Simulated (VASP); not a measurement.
# Ir (Fm-3m) in VASP: notebook

The runs below take Ir through single point, with PBEsol.

All numbers are computed with VASP 6.6.1; they aren't measurements. Logs are shortened: lines on timing, memory, paths and dates and some standing lists are left out, and cuts for length are marked.

### Step 1. The cell of the first run

The structure is cubic, space group Fm-3m (No. 225). Conventional cell: a = 3.704 Å, b = 3.704 Å, c = 3.704 Å, α = 90.00°, β = 90.00°, γ = 90.00°. Within 3.5 Å of Ir (site symmetry m-3m) lie 12 Ir at 2.62 Å.

### Step 2. Single point, PBEsol

Contents of INCAR:

```
SYSTEM = Ir
PREC = Accurate ; ENCUT = 520
EDIFF = 1E-6 ; ISMEAR = 0
SIGMA = 0.1 ; LREAL = .FALSE.
LASPH = .TRUE. ; NELM = 80
ALGO = Fast ; ISIF = 2
LWAVE = .FALSE. ; LCHARG = .FALSE.
GGA = PS ; NBANDS = 10
```

Contents of KPOINTS:

```
Automatic mesh
0
G
  18 18 18
  0 0 0
```

Contents of POSCAR:

```
Ir
1.0
    0.0000000000      1.8520169595      1.8520169595
    1.8520169595      0.0000000000      1.8520169595
    1.8520169595      1.8520169595      0.0000000000
Ir
1
Direct
    0.0000000000      0.0000000000      0.0000000000
```

Potentials or basis: VASP PAW PBE potentials, release 64 (Ir).

On the command line:

```console
$ cat potpaw_PBE.64/Ir/POTCAR > POTCAR
$ mpirun -np 1 vasp_std > vasp.out
```

OUTCAR:

```text
SYSTEM = Ir
   PREC = Accurate
   ENCUT = 520
   EDIFF = 1E-6
   ISMEAR = 0
   LREAL = .FALSE.
   LASPH = .TRUE.
   NELM = 80
   ISIF = 2
   GGA = PS

 ion  position               nearest neighbor table
   1  0.000  0.000  0.000-

  LATTYP: Found a face centered cubic cell.
 ALAT       =     3.7040339190

  Lattice vectors:

 A1 = (   0.0000000000,   1.8520169595,   1.8520169595)
 A2 = (   1.8520169595,   0.0000000000,   1.8520169595)
 A3 = (   1.8520169595,   1.8520169595,   0.0000000000)

Analysis of symmetry for initial positions (statically):
=====================================================================
 Subroutine PRICEL returns:
 Original cell was already a primitive cell.

 Routine SETGRP: Setting up the symmetry group for a
 face centered cubic supercell.

 Subroutine GETGRP returns: Found 48 space group operations
 (whereof 48 operations were pure point group operations)
 out of a pool of 48 trial point group operations.

The static configuration has the point symmetry O_h .

Analysis of symmetry for dynamics (positions and initial velocities):
=====================================================================
 Subroutine PRICEL returns:
 Original cell was already a primitive cell.

 Routine SETGRP: Setting up the symmetry group for a
 face centered cubic supercell.

 Subroutine GETGRP returns: Found 48 space group operations
 (whereof 48 operations were pure point group operations)
 out of a pool of 48 trial point group operations.

The dynamic configuration has the point symmetry O_h .

 Subroutine INISYM returns: Found 48 space group operations
 (whereof 48 operations are pure point group operations),
 and found     1 'primitive' translations

----------------------------------------------------------------------------------------

                                     Primitive cell

  volume of cell :      12.7047

  direct lattice vectors                    reciprocal lattice vectors
     0.000000000  1.852016960  1.852016960    -0.269975929  0.269975929  0.269975929
     1.852016960  0.000000000  1.852016960     0.269975929 -0.269975929  0.269975929
     1.852016960  1.852016960  0.000000000     0.269975929  0.269975929 -0.269975929

  length of vectors
     2.619147502  2.619147502  2.619147502     0.467612027  0.467612027  0.467612027

  position of ions in fractional coordinates (direct lattice)
     0.000000000  0.000000000  0.000000000

  ion indices of the primitive-cell ions
   primitive index   ion index
                 1           1

----------------------------------------------------------------------------------------

 KPOINTS: Automatic mesh

Automatic generation of k-mesh.
 Grid dimensions read from file:
 generate k-points for:   18   18   18

 Generating k-lattice:

  Cartesian coordinates                     Fractional coordinates (reciprocal lattice)
    -0.014998663  0.014998663  0.014998663     0.055555556  0.000000000  0.000000000
     0.014998663 -0.014998663  0.014998663     0.000000000  0.055555556  0.000000000
     0.014998663  0.014998663 -0.014998663     0.000000000  0.000000000  0.055555556

  Length of vectors
     0.025978446  0.025978446  0.025978446

  Shift w.r.t. Gamma in fractional coordinates (k-lattice)
     0.000000000  0.000000000  0.000000000

 Subroutine IBZKPT returns following result:
 ===========================================

 Found    195 irreducible k-points:

 Following reciprocal coordinates:
            Coordinates               Weight
  0.000000  0.000000  0.000000      1.000000
  0.055556  0.000000  0.000000      8.000000
  0.111111  0.000000  0.000000      8.000000
  0.166667  0.000000  0.000000      8.000000
  0.222222  0.000000  0.000000      8.000000
  0.277778  0.000000  0.000000      8.000000
[... 16 lines left out ...]
 -0.277778  0.055556  0.000000     24.000000
 -0.222222  0.055556  0.000000     24.000000
 [... further k-points ...]
   k-points           NKPTS =    195   k-points in BZ     NKDIM =    195   number of bands    NBANDS=     10
   number of dos      NEDOS =    301   number of ions     NIONS =      1
   total plane-waves  NPLWV =   8000
   dimension x,y,z NGX =    20 NGY =   20 NGZ =   20
   dimension x,y,z NGXF=    40 NGYF=   40 NGZF=   40
   ions per type =               1
   NGX,Y,Z   is equivalent  to a cutoff of  12.69, 12.69, 12.69 a.u.
   NGXF,Y,Z  is equivalent  to a cutoff of  25.39, 25.39, 25.39 a.u.
 SYSTEM =  Ir
   PREC   = accura    normal or accurate (medium, high low for compatibility)
   ISTART =      0    job   : 0-new  1-cont  2-samecut
   ICHARG =      2    charge: 1-file 2-atom 10-const
   ISPIN  =      1    spin polarized calculation?
   LNONCOLLINEAR =      F non collinear calculations
   LSORBIT =      F    spin-orbit coupling
   LASPH  =      T    aspherical Exc in radial PAW
   ENCUT  =  520.0 eV  38.22 Ry    6.18 a.u.   4.87  4.87  4.87*2*pi/ulx,y,z
   NELM   =     80;   NELMIN=  2; NELMDL= -5     # of ELM steps
   EDIFF  = 0.1E-05   stopping-criterion for ELM
   LREAL  =      F    real-space projection
   EDIFFG = 0.1E-04   stopping-criterion for IOM
   NSW    =      0    number of steps for IOM
   IBRION =     -1    ionic relax: 0-MD 1-quasi-New 2-CG
   NFREE  =      0    steps in history (QN), initial steepest desc. (CG)
   ISIF   =      2    stress and relaxation
   ISYM   =      2    0-nonsym 1-usesym 2-fastsym
   POTIM  = 0.5000    time-step for ionic-motion
   TEBEG  =    0.0;   TEEND  =   0.0 temperature during run
   PSTRESS=    0.0 pullay stress
   NELECT =       9.0000    total number of electrons
   NUPDOWN=      -1.0000    fix difference up-down
   EMIN   =  10.00;   EMAX   =-10.00  energy-range for DOS
   EFERMI =   0.00;   METHOD = LEGACY
   ISMEAR =     0;   SIGMA  =   0.10  broadening in eV -4-tet -1-fermi 0-gaus
   EFERMI_NEDOS =   21; number of points for ismear=-14 and -15
   IALGO  =     68    algorithm
   IMIX   =      4    mixing-type and parameters
     AMIX     =   0.40;   BMIX     =  1.00
     AMIX_MAG =   1.60;   BMIX_MAG =  1.00
  volume/ion in A,a.u.               =      12.70        85.74
  Fermi-wavevector in a.u.,A,eV,Ry     =   1.459377  2.757822 28.977417  2.129780
  Thomas-Fermi vector in A             =   2.575951
   LORBIT       =      0    0 simple, 1 ext, 2 COOP (PROOUT), +10 PAW based schemes
   GGA     = PS    functional components
   LHFCALC =     F    Hartree Fock is set to
   AEXX    =    0.0000 exact exchange contribution
   IVDW    =     0    specifies the selected vdW correction
   LEPSILON=     F    determine dielectric tensor
   LRPA    =     F    only Hartree local field effects (RPA)
 non-spin polarized calculation
 RMM-DIIS sequential band-by-band and
 Gauss-broadening in eV      SIGMA  =   0.10
  energy-cutoff  :      520.00
  volume of cell :       12.70
 maximum number of plane-waves:       350
   NGX =  9   NGY =  9   NGZ =  9

 number of electron       8.9999999 magnetization

 Free energy of the ion-electron system (eV)
  ---------------------------------------------------
  ext. energy  EPLUGINS =         0.00000000
  ---------------------------------------------------
  free energy    TOTEN  =        -9.62051396 eV

  energy without entropy =       -9.61635777  energy(sigma->0) =       -9.61843587

 E-fermi :  12.2760     XC(G=0): -14.7392

 val. band max:       12.2611951150   @ k =   0.5000   0.2222   0.1111
 cond. band min:      12.2960723952   @ k =   0.3333   0.1111   0.0556
 fundamental gap:      0.0348772801
 Fermi energy:        12.2760135478

 k-point     1 :       0.0000    0.0000    0.0000
  band No.  band energies     occupation
      1      -0.1736      2.00000
      2       7.6253      2.00000
      3       7.6253      2.00000
      4       7.6253      2.00000
      5      10.8430      2.00000
      6      10.8430      2.00000
      7      26.2671      0.00000
      8      32.5059      0.00000
      9      32.5059      0.00000
     10      32.5059      0.00000

 k-point     2 :       0.0556    0.0000    0.0000
  band No.  band energies     occupation
      1      -0.0186      2.00000
      2       7.5357      2.00000
      3       7.6955      2.00000
      4       7.6955      2.00000
      5      10.7928      2.00000
      6      10.7928      2.00000
      7      26.5494      0.00000
      8      31.7135      0.00000
      9      32.7725      0.00000
     10      32.7725      0.00000

 k-point     3 :       0.1111    0.0000    0.0000
  band No.  band energies     occupation
      1       0.4282      2.00000
      2       7.3079      2.00000
      3       7.8792      2.00000
      4       7.8792      2.00000
      5      10.6821      2.00000
      6      10.6821      2.00000
      7      27.3227      0.00000
      8      30.2089      0.00000
      9      33.5480      0.00000
     10      33.5480      0.00000

 k-point     4 :       0.1667    0.0000    0.0000
  band No.  band energies     occupation
      1       1.1033      2.00000
      2       7.0577      2.00000
      3       8.0854      2.00000
      4       8.0854      2.00000
      5      10.6322      2.00000
      6      10.6322      2.00000
      7      28.0704      0.00000
      8      28.9921      0.00000
      9      34.7654      0.00000
     10      34.7654      0.00000

 k-point     5 :       0.2222    0.0000    0.0000
  band No.  band energies     occupation
      1       1.8714      2.00000
      2       6.9687      2.00000
      3       8.1698      2.00000
      4       8.1698      2.00000
      5      10.8151      2.00000
      6      10.8151      2.00000
      7      26.9624      0.00000
      8      29.5731      0.00000
      9      36.3152      0.00000
     10      36.3152      0.00000

 k-point     6 :       0.2778    0.0000    0.0000
  band No.  band energies     occupation
      1       2.5070      2.00000
      2       7.2848      2.00000
      3       8.0709      2.00000
      4       8.0709      2.00000
      5      11.2981      2.00000
      6      11.2981      2.00000
      7      25.5941      0.00000
      8      29.4420      0.00000
      9      37.6816      0.00000
     10      37.7359      0.00000
[... 183 lines left out ...]
 k-point    21 :      -0.3889    0.0556    0.0000
  band No.  band energies     occupation
      1       3.0346      2.00000
      2       7.5230      2.00000
      3       7.7089      2.00000
      4       9.4914      2.00000
      5      12.5248      0.00043
      6      13.5339      0.00000
      7      22.1649      0.00000
      8      26.7691      0.00000
      9      33.1401      0.00000
     10      34.5377      0.00000

 k-point    22 :      -0.3333    0.0556    0.0000
  band No.  band energies     occupation
      1       3.0136      2.00000
      2       7.7224      2.00000
      3       7.8858      2.00000
      4       8.3068      2.00000
      5      11.7811      2.00000
      6      12.8722      0.00000
      7      23.7914      0.00000
      8      27.8536      0.00000
      9      34.2319      0.00000
     10      36.3804      0.00000

 k-point    23 :      -0.2778    0.0556    0.0000
  band No.  band energies     occupation
      1       2.7917      2.00000
      2       7.3143      2.00000
      3       7.9782      2.00000
      4       8.1021      2.00000
      5      11.0316      2.00000
      6      12.1417      1.94248
      7      25.3017      0.00000
      8      29.2184      0.00000
      9      35.4654      0.00000
     10      36.9434      0.00000

 k-point    24 :      -0.2222    0.0556    0.0000
  band No.  band energies     occupation
      1       2.2439      2.00000
      2       6.8653      2.00000
      3       8.1560      2.00000
      4       8.2613      2.00000
      5      10.4560      2.00000
      6      11.4968      2.00000
      7      26.6903      0.00000
      8      29.8396      0.00000
      9      35.4138      0.00000
     10      36.7900      0.00000

 [... further k-points ...]

------------------------ aborting loop because EDIFF is reached ----------------------------------------

  FORCE on cell =-STRESS in cart. coord.  units (eV):
  Direction    XX          YY          ZZ          XY          YZ          ZX
  --------------------------------------------------------------------------------------
  -------------------------------------------------------------------------------------
  Total        4.1266377      4.1266377      4.1266377      0.0000000      0.0000000     -0.0000000
  in kB      520.4057029    520.4057029    520.4057029      0.0000000      0.0000000     -0.0000000
  external PRESSURE =     520.4057029 kB  Pullay stress =       0.0000000 kB

 VOLUME and BASIS-vectors are now :
 -----------------------------------------------------------------------------
  energy-cutoff  :      520.00
  volume of cell :       12.70
      direct lattice vectors                 reciprocal lattice vectors
     0.000000000  1.852016960  1.852016960    -0.269975929  0.269975929  0.269975929
     1.852016960  0.000000000  1.852016960     0.269975929 -0.269975929  0.269975929
     1.852016960  1.852016960  0.000000000     0.269975929  0.269975929 -0.269975929

 POSITION                                       TOTAL-FORCE (eV/Angst)
 -----------------------------------------------------------------------------------
      0.00000      0.00000      0.00000         0.000000      0.000000     -0.000000
 -----------------------------------------------------------------------------------
    total drift:                               -0.000000     -0.000000     -0.000000

  FREE ENERGIE OF THE ION-ELECTRON SYSTEM (eV)
  ---------------------------------------------------
  free  energy   TOTEN  =        -9.6205139609 eV

  energy  without entropy=       -9.6163577731  energy(sigma->0) =       -9.61843587
```

Wall time 40 s (1 thread of AMD EPYC 7R43 (Zen 3), shared host); peak memory 0.11 GiB.

What came out:

| Item | Value |
| --- | --- |
| Free energy | -9.6205 eV |
| Pressure | 52.0 GPa |

Levels at points of the mesh, in eV from the Fermi level:
```
           k point  band 2  band 3  band 4  band 5  band 6  band 7
(0.00, 0.00, 0.00)   -4.65   -4.65   -4.65   -1.43   -1.43   13.99
(0.50, 0.00, 0.00)   -4.79   -4.79   -1.13    1.06    1.06    8.37
(0.50, 0.50, 0.00)   -8.69    1.05    1.62    1.76    1.76   12.00
```

Caveat: the PAW data sets were made with another functional, which shifts forces and pressure a little; spin-orbit coupling is left out, which moves the levels of the heavy elements.

(Part 1 of 2 ends here.)
